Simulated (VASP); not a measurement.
# Li4H3F (P1) in VASP: further runs

The runs below take Li4H3F through single point, relaxation of volume and atoms at fixed shape, with PBEsol, r2SCAN.

All numbers are computed with VASP 6.6.1; they aren't measurements. Logs are shortened: lines on timing, memory, paths and dates and some standing lists are left out, and cuts for length are marked.

## Step 1: The cell of the first run

The typed cell holds 64 atoms: a = 7.998 Å, b = 7.998 Å, c = 7.998 Å, α = 90.00°, β = 90.00°, γ = 90.00°.

## Step 2: Single point, PBEsol

The input, INCAR:

```
SYSTEM = Li4H3F
  ALGO = Normal
  EDIFF = 1E-6
  ENCUT = 520
  GGA = PS
  ISIF = 2
  ISMEAR = -1
  ISYM = 0
  LASPH = .TRUE.
  LCHARG = .TRUE.
  LELF = .TRUE.
  LREAL = Auto
  LVHAR = .TRUE.
  LWAVE = .FALSE.
  NBANDS = 126
  NELM = 80
  PREC = Accurate
  SIGMA = 0.05
```

The input, KPOINTS:

```
Automatic mesh
0
Gamma
  1 1 1
  0.25 0.25 0.25
```

The input, POSCAR:

```
Li4H3F
1.0
    7.9978999321      0.0000000000      0.0000000000
    0.0000000000      7.9978999321      0.0000000000
    0.0000000000      0.0000000000      7.9978999321
H F Li
24 8 32
Direct
    0.2532640000      0.9992540000      0.9998840000
    0.2510300000      0.0005570000      0.5012880000
    0.2515750000      0.5000860000      0.9986940000
    0.7484250000      0.0006750000      0.5018390000
    0.7484530000      0.4995890000      0.9978730000
    0.7494720000      0.4997020000      0.5027780000
    0.9987850000      0.2498850000      0.5013570000
    0.0020410000      0.7479240000      0.9981270000
    0.0004540000      0.7501790000      0.5024250000
    0.4990980000      0.2503880000      0.9996480000
    0.5001530000      0.2494740000      0.5012660000
    0.4989630000      0.7501230000      0.9986980000
    0.5001520000      0.7523290000      0.5021810000
    0.9997450000      0.5001500000      0.7498000000
    0.4988270000      0.0005420000      0.2515220000
    0.4997260000      0.9997320000      0.7501340000
    0.5004090000      0.5001690000      0.7503990000
    0.2521210000      0.2480420000      0.2504880000
    0.2511150000      0.2500600000      0.7502440000
    0.2508430000      0.7515020000      0.2495080000
    0.2510460000      0.7500150000      0.7504390000
    0.7478010000      0.2499430000      0.2520450000
    0.7478710000      0.2507610000      0.7493020000
    0.7490490000      0.7484590000      0.7492430000
    0.2502700000      0.5002140000      0.4988470000
    0.7509870000      0.9995620000      0.0005630000
    0.9997600000      0.2489210000      0.0011090000
    0.9994920000      0.9997050000      0.2498350000
    0.9997290000      0.0003750000      0.7517600000
    0.0002150000      0.4996130000      0.2501400000
    0.5001900000      0.5011900000      0.2512050000
    0.7505930000      0.7494890000      0.2497710000
    0.0001930000      0.0004470000      0.0004820000
    0.0000990000      0.0008710000      0.5014760000
    0.0007380000      0.4981070000      0.0002930000
    0.0009680000      0.4991920000      0.5000200000
    0.5006840000      0.0005500000      0.0001220000
    0.4995660000      0.0001550000      0.5013430000
    0.4995200000      0.4994980000      0.0005900000
    0.4987740000      0.5001620000      0.4998830000
    0.2507610000      0.2495120000      0.9997550000
    0.2511270000      0.2508370000      0.5011580000
    0.2519880000      0.7497480000      0.9982220000
    0.2508230000      0.7496330000      0.5014180000
    0.7495590000      0.2488270000      0.9990720000
    0.7485410000      0.2497060000      0.5021450000
    0.7491560000      0.7503840000      0.0001010000
    0.7487630000      0.7500920000      0.5010660000
    0.2500410000      0.9995900000      0.2508020000
    0.2496200000      0.9995100000      0.7501310000
    0.2508330000      0.5005550000      0.2514510000
    0.2505850000      0.5002950000      0.7483250000
    0.7503310000      0.9988220000      0.2501700000
    0.7507530000      0.9995440000      0.7513220000
    0.7490580000      0.5007600000      0.2509040000
    0.7490340000      0.5007450000      0.7494460000
    0.9996640000      0.2494990000      0.2495400000
    0.9994000000      0.2488750000      0.7519590000
    0.9995060000      0.7497530000      0.2501150000
    0.0000130000      0.7508790000      0.7503240000
    0.4999160000      0.2511150000      0.2511280000
    0.4998760000      0.2499650000      0.7502190000
    0.5007620000      0.7493630000      0.2502030000
    0.5002350000      0.7502110000      0.7503790000
```

Potentials or basis: VASP PAW PBE potentials, release 64 (H, F, Li_sv).

On the command line:

```console
> cat potpaw_PBE.64/H/POTCAR potpaw_PBE.64/F/POTCAR potpaw_PBE.64/Li_sv/POTCAR > POTCAR
> mpirun -np 1 vasp_std > vasp.out
```

OUTCAR:

```text
SYSTEM = Li4H3F
   EDIFF = 1E-6
   ENCUT = 520
   GGA = PS
   ISIF = 2
   ISMEAR = -1
   ISYM = 0
   LASPH = .TRUE.
   LREAL = Auto
   NELM = 80
   PREC = Accurate

 ion  position               nearest neighbor table
   1  0.253  0.999  1.000-
   2  0.251  0.001  0.501-
   3  0.252  0.500  0.999-
   4  0.748  0.001  0.502-
   5  0.748  0.500  0.998-
   6  0.749  0.500  0.503-
[... 16 lines left out ...]
  23  0.748  0.251  0.749-
  24  0.749  0.748  0.749-
  25  0.250  0.500  0.499-  51 1.98  40 1.99  36 1.99  42 1.99  44 1.99  52 2.00
  26  0.751  1.000  0.001-  47 1.99  33 1.99  54 1.99  45 1.99  53 2.00  37 2.00
  27  1.000  0.249  0.001-  57 1.99  33 1.99  58 1.99  35 1.99  45 2.00  41 2.01
  28  0.999  1.000  0.250-  53 1.99  33 1.99  57 2.00  59 2.00  49 2.00  34 2.01
  29  1.000  0.000  0.752-  58 1.99  33 1.99  54 1.99  60 2.00  50 2.00  34 2.00
  30  0.000  0.500  0.250-  35 2.00  36 2.00  57 2.00  59 2.00  51 2.00  55 2.01
  31  0.500  0.501  0.251-  63 1.98  40 1.99  55 1.99  51 1.99  61 2.00  39 2.00
  32  0.751  0.749  0.250-  55 1.99  59 1.99  53 1.99  47 2.00  63 2.00  48 2.01
  33  0.000  0.000  0.000-  27 1.99  29 1.99  26 1.99  28 1.99
  34  0.000  0.001  0.501-  29 2.00  28 2.01
  35  0.001  0.498  0.000-  27 1.99  30 2.00
  36  0.001  0.499  0.500-  25 1.99  30 2.00
  37  0.501  0.001  0.000-  26 2.00
  38  0.500  0.000  0.501-
  39  0.500  0.499  0.001-  31 2.00
  40  0.499  0.500  0.500-  25 1.99  31 1.99
  41  0.251  0.250  1.000-  27 2.01
  42  0.251  0.251  0.501-  25 1.99
  43  0.252  0.750  0.998-
  44  0.251  0.750  0.501-  25 1.99
  45  0.750  0.249  0.999-  26 1.99  27 2.00
  46  0.749  0.250  0.502-
  47  0.749  0.750  0.000-  26 1.99  32 2.00
  48  0.749  0.750  0.501-  32 2.01
  49  0.250  1.000  0.251-  28 2.00
  50  0.250  1.000  0.750-  29 2.00
  51  0.251  0.501  0.251-  25 1.98  31 1.99  30 2.00
  52  0.251  0.500  0.748-  25 2.00
  53  0.750  0.999  0.250-  28 1.99  32 1.99  26 2.00
  54  0.751  1.000  0.751-  29 1.99  26 1.99
  55  0.749  0.501  0.251-  32 1.99  31 1.99  30 2.01
  56  0.749  0.501  0.749-
  57  1.000  0.249  0.250-  27 1.99  28 2.00  30 2.00
  58  0.999  0.249  0.752-  29 1.99  27 1.99
  59  1.000  0.750  0.250-  32 1.99  28 2.00  30 2.00
  60  0.000  0.751  0.750-  29 2.00
  61  0.500  0.251  0.251-  31 2.00
  62  0.500  0.250  0.750-
  63  0.501  0.749  0.250-  31 1.98  32 2.00
  64  0.500  0.750  0.750-

IMPORTANT INFORMATION: All symmetrisations will be switched off!
NOSYMM: (Re-)initialisation of all symmetry stuff for point group C_1.

----------------------------------------------------------------------------------------

                                     Primitive cell

  volume of cell :     511.5969

  direct lattice vectors                    reciprocal lattice vectors
     7.997899932  0.000000000  0.000000000     0.125032822  0.000000000  0.000000000
     0.000000000  7.997899932  0.000000000     0.000000000  0.125032822  0.000000000
     0.000000000  0.000000000  7.997899932     0.000000000  0.000000000  0.125032822

  length of vectors
     7.997899932  7.997899932  7.997899932     0.125032822  0.125032822  0.125032822

  position of ions in fractional coordinates (direct lattice)
     0.253264000  0.999254000  0.999884000
     0.251030000  0.000557000  0.501288000
     0.251575000  0.500086000  0.998694000
     0.748425000  0.000675000  0.501839000
     0.748453000  0.499589000  0.997873000
     0.749472000  0.499702000  0.502778000
[... 56 lines left out ...]
     0.500762000  0.749363000  0.250203000
     0.500235000  0.750211000  0.750379000

  ion indices of the primitive-cell ions
   primitive index   ion index
                 1           1
                 2           2
                 3           3
                 4           4
                 5           5
                 6           6
[... 56 lines left out ...]
                63          63
                64          64

----------------------------------------------------------------------------------------

 KPOINTS: Automatic mesh

Automatic generation of k-mesh.
 Grid dimensions read from file:
 generate k-points for:    1    1    1

 Generating k-lattice:

  Cartesian coordinates                     Fractional coordinates (reciprocal lattice)
     0.125032822  0.000000000  0.000000000     1.000000000  0.000000000  0.000000000
     0.000000000  0.125032822  0.000000000     0.000000000  1.000000000  0.000000000
     0.000000000  0.000000000  0.125032822     0.000000000  0.000000000  1.000000000

  Length of vectors
     0.125032822  0.125032822  0.125032822

  Shift w.r.t. Gamma in fractional coordinates (k-lattice)
     0.250000000  0.250000000  0.250000000

 Subroutine IBZKPT returns following result:
 ===========================================

 Found      4 irreducible k-points:

 Following reciprocal coordinates:
            Coordinates               Weight
  0.250000  0.250000  0.250000      2.000000
 -0.250000  0.250000  0.250000      2.000000
 -0.250000 -0.250000  0.250000      2.000000
  0.250000 -0.250000  0.250000      2.000000
   k-points           NKPTS =      4   k-points in BZ     NKDIM =      4   number of bands    NBANDS=    126
   number of dos      NEDOS =    301   number of ions     NIONS =     64
   total plane-waves  NPLWV = 216000
   dimension x,y,z NGX =    60 NGY =   60 NGZ =   60
   dimension x,y,z NGXF=   120 NGYF=  120 NGZF=  120
   ions per type =              24   8  32
   NGX,Y,Z   is equivalent  to a cutoff of  12.47, 12.47, 12.47 a.u.
   NGXF,Y,Z  is equivalent  to a cutoff of  24.94, 24.94, 24.94 a.u.
 SYSTEM =  Li4H3F
   PREC   = accura    normal or accurate (medium, high low for compatibility)
   ISTART =      0    job   : 0-new  1-cont  2-samecut
   ICHARG =      2    charge: 1-file 2-atom 10-const
   ISPIN  =      1    spin polarized calculation?
   LNONCOLLINEAR =      F non collinear calculations
   LSORBIT =      F    spin-orbit coupling
   LASPH  =      T    aspherical Exc in radial PAW
   ENCUT  =  520.0 eV  38.22 Ry    6.18 a.u.  14.87 14.87 14.87*2*pi/ulx,y,z
   NELM   =     80;   NELMIN=  2; NELMDL= -5     # of ELM steps
   EDIFF  = 0.1E-05   stopping-criterion for ELM
   LREAL  =      T    real-space projection
   EDIFFG = 0.1E-04   stopping-criterion for IOM
   NSW    =      0    number of steps for IOM
   IBRION =     -1    ionic relax: 0-MD 1-quasi-New 2-CG
   NFREE  =      0    steps in history (QN), initial steepest desc. (CG)
   ISIF   =      2    stress and relaxation
   ISYM   =      0    0-nonsym 1-usesym 2-fastsym
   POTIM  = 0.5000    time-step for ionic-motion
   TEBEG  =    0.0;   TEEND  =   0.0 temperature during run
   PSTRESS=    0.0 pullay stress
   NELECT =     176.0000    total number of electrons
   NUPDOWN=      -1.0000    fix difference up-down
   EMIN   =  10.00;   EMAX   =-10.00  energy-range for DOS
   EFERMI =   0.00;   METHOD = LEGACY
   ISMEAR =    -1;   SIGMA  =   0.05  broadening in eV -4-tet -1-fermi 0-gaus
   EFERMI_NEDOS =   21; number of points for ismear=-14 and -15
   IALGO  =     38    algorithm
   IMIX   =      4    mixing-type and parameters
     AMIX     =   0.40;   BMIX     =  1.00
     AMIX_MAG =   1.60;   BMIX_MAG =  1.00
  volume/ion in A,a.u.               =       7.99        53.94
  Fermi-wavevector in a.u.,A,eV,Ry     =   1.147105  2.167714 17.903217  1.315849
  Thomas-Fermi vector in A             =   2.283786
   LORBIT       =      0    0 simple, 1 ext, 2 COOP (PROOUT), +10 PAW based schemes
   GGA     = PS    functional components
   LHFCALC =     F    Hartree Fock is set to
   AEXX    =    0.0000 exact exchange contribution
   IVDW    =     0    specifies the selected vdW correction
   LEPSILON=     F    determine dielectric tensor
   LRPA    =     F    only Hartree local field effects (RPA)
 non-spin polarized calculation
  energy-cutoff  :      520.00
  volume of cell :      511.60
 maximum number of plane-waves:     13727
   NGX = 29   NGY = 29   NGZ = 29

 number of electron     175.9999587 magnetization

 Free energy of the ion-electron system (eV)
  ---------------------------------------------------
  ext. energy  EPLUGINS =         0.00000000
  ---------------------------------------------------
  free energy    TOTEN  =      -224.85356939 eV

  energy without entropy =     -224.85356939  energy(sigma->0) =     -224.85356939

 E-fermi :   1.5001     XC(G=0):  -9.0501

 val. band max:        0.2102319819   @ k =  -0.2500   0.2500   0.2500
 cond. band min:       4.9896214411   @ k =  -0.2500   0.2500   0.2500
 fundamental gap:      4.7793894592
 Fermi energy:         1.5001306389

 k-point     1 :       0.2500    0.2500    0.2500
  band No.  band energies     occupation
      1     -43.0537      2.00000
      2     -43.0284      2.00000
      3     -43.0175      2.00000
      4     -43.0142      2.00000
      5     -43.0057      2.00000
      6     -42.9895      2.00000
[... 92 lines left out ...]
     99       6.4287      0.00000
    100       6.5829      0.00000

 k-point     2 :      -0.2500    0.2500    0.2500
  band No.  band energies     occupation
      1     -43.0537      2.00000
      2     -43.0284      2.00000
      3     -43.0174      2.00000
      4     -43.0143      2.00000
      5     -43.0057      2.00000
      6     -42.9895      2.00000
[... 92 lines left out ...]
     99       6.4245      0.00000
    100       6.5402      0.00000

 k-point     3 :      -0.2500   -0.2500    0.2500
  band No.  band energies     occupation
      1     -43.0537      2.00000
      2     -43.0284      2.00000
      3     -43.0175      2.00000
      4     -43.0142      2.00000
      5     -43.0057      2.00000
      6     -42.9895      2.00000
[... 92 lines left out ...]
     99       6.4969      0.00000
    100       6.5639      0.00000

 k-point     4 :       0.2500   -0.2500    0.2500
  band No.  band energies     occupation
      1     -43.0537      2.00000
      2     -43.0284      2.00000
      3     -43.0175      2.00000
      4     -43.0143      2.00000
      5     -43.0057      2.00000
      6     -42.9895      2.00000
[... 92 lines left out ...]
     99       6.3814      0.00000
    100       6.5304      0.00000
 [bands above 100 left out]

------------------------ aborting loop because EDIFF is reached ----------------------------------------

  FORCE on cell =-STRESS in cart. coord.  units (eV):
  Direction    XX          YY          ZZ          XY          YZ          ZX
  --------------------------------------------------------------------------------------
  -------------------------------------------------------------------------------------
  Total       -0.8697341     -0.8791444     -0.8381404     -0.0952482      0.0002332     -0.0189811
  in kB       -2.7237621     -2.7532326     -2.6248196     -0.2982905      0.0007302     -0.0594436
  external PRESSURE =      -2.7006048 kB  Pullay stress =       0.0000000 kB

 VOLUME and BASIS-vectors are now :
 -----------------------------------------------------------------------------
  energy-cutoff  :      520.00
  volume of cell :      511.60
      direct lattice vectors                 reciprocal lattice vectors
     7.997899932  0.000000000  0.000000000     0.125032822  0.000000000  0.000000000
     0.000000000  7.997899932  0.000000000     0.000000000  0.125032822  0.000000000
     0.000000000  0.000000000  7.997899932     0.000000000  0.000000000  0.125032822

 POSITION                                       TOTAL-FORCE (eV/Angst)
 -----------------------------------------------------------------------------------
      2.02558      7.99193      7.99697        -0.001034     -0.000577     -0.001497
      2.00771      0.00445      4.00925         0.002784     -0.008610     -0.004546
      2.01207      3.99964      7.98745        -0.005312      0.003054     -0.009571
      5.98583      0.00540      4.01366         0.001697     -0.002273     -0.000714
      5.98605      3.99566      7.98089         0.007334     -0.000009     -0.003902
      5.99420      3.99657      4.02117         0.000582     -0.004710     -0.002321
[... 56 lines left out ...]
      4.00504      5.99333      2.00110         0.006967      0.002215      0.002225
      4.00083      6.00011      6.00146        -0.005088      0.001804      0.001373
 -----------------------------------------------------------------------------------
    total drift:                                0.008261     -0.018339      0.049687

  FREE ENERGIE OF THE ION-ELECTRON SYSTEM (eV)
  ---------------------------------------------------
  free  energy   TOTEN  =      -224.8535693882 eV

  energy  without entropy=     -224.8535693881  energy(sigma->0) =     -224.85356939
```

Run time: 3.9 min. Hardware: 1 thread of Intel Xeon 6975P-C (Granite Rapids), shared host; peak memory 0.55 GiB.

What came out:

- Free energy: -224.8536 eV
- Largest force: 0.020 eV/Å
- Band gap on the k mesh: 4.78 eV

Forces on the atoms (eV/Å):
```
H   -0.001 -0.001 -0.001
H    0.003 -0.009 -0.005
H   -0.005  0.003 -0.010
H    0.002 -0.002 -0.001
H    0.007  0.000 -0.004
H    0.001 -0.005 -0.002
H    0.011 -0.006  0.009
H    0.006 -0.005 -0.003
H   -0.006  0.008 -0.004
H    0.002 -0.011 -0.005
H    0.003 -0.015  0.012
H    0.003  0.002 -0.007
H   -0.005 -0.014  0.001
H    0.002  0.001  0.008
H    0.000  0.001 -0.008
H   -0.008  0.008 -0.003
H   -0.010  0.000  0.002
H   -0.007  0.010  0.000
H    0.008  0.003 -0.004
H    0.010  0.004  0.002
H    0.006 -0.003 -0.004
H   -0.005  0.006  0.004
H   -0.002  0.011 -0.003
H   -0.003  0.010  0.002
F    0.000 -0.004  0.008
F   -0.011 -0.002 -0.002
F    0.003  0.015 -0.009
F   -0.001 -0.003  0.014
F    0.001  0.005 -0.013
F   -0.001 -0.007  0.005
F   -0.006 -0.006 -0.004
F   -0.008  0.000  0.006
Li  -0.003  0.003  0.005
Li   0.001 -0.001 -0.007
Li   0.001  0.001  0.009
Li   0.011  0.000 -0.010
Li   0.005  0.001 -0.006
Li  -0.002  0.014  0.009
Li  -0.003  0.000  0.002
Li  -0.009 -0.006  0.004
Li   0.003 -0.003 -0.012
Li   0.008  0.000  0.007
Li  -0.012  0.001  0.013
Li   0.011 -0.004  0.001
Li   0.004 -0.009  0.004
Li  -0.008  0.008 -0.007
Li   0.002  0.005 -0.003
Li   0.001  0.000 -0.002
Li  -0.011 -0.010  0.002
Li   0.000  0.000  0.004
Li  -0.008  0.008  0.000
Li   0.007  0.004 -0.004
Li   0.011 -0.013 -0.001
Li  -0.002 -0.006  0.003
Li   0.011  0.014  0.005
Li  -0.006 -0.007  0.002
Li  -0.005 -0.003 -0.004
Li   0.004 -0.006  0.000
Li  -0.007  0.003 -0.008
Li   0.003  0.005  0.011
Li   0.005  0.001  0.003
Li   0.000  0.000 -0.003
Li   0.007  0.002  0.002
Li  -0.005  0.002  0.001
```

Caveat: the cutoff is under 1.25 times the usual one of these potentials, so pressure, stress and relaxed cells hold a basis-set (Pulay) error; the PAW data sets were made with another functional, which shifts forces and pressure a little; a shifted mesh leaves out Γ, where band edges can lie. A k mesh can miss the band edges.

(Part 1 of 2 ends here.)
